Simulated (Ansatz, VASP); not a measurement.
## Pb in VASP and in Ansatz

```
Pb
1.0
    -2.00571    2.00571    2.00571
     2.00571   -2.00571    2.00571
     2.00571    2.00571   -2.00571
Pb
1
Direct
  0.00000 0.00000 0.00000
```

Change from the starting cell: volume scaled by 1.04.

Alike in both runs: task single point; functional PBE; k mesh 9 × 9 × 9; occupations fermi-dirac, width 0.05 eV; no spin polarisation.

|  | VASP | Ansatz |
| --- | --- | --- |
| version | VASP 6.6.1 | Ansatz 0.2.0 |
| potentials or method | VASP PAW PBE potentials, release 64 (Pb_d), cutoff 520 eV | all-electron LAPW, scalar-relativistic |

```csv
,VASP,Ansatz,Ansatz less VASP
gap on the k mesh at the Fermi level (eV),none,none,-
pressure (GPa),-0.7,-0.7,+0.05
```

A gap of «none» marks a metal or a gap that the smearing closes. Ansatz ran all-electron here, and VASP with PAW potentials.

Neither program's run includes spin-orbit coupling.
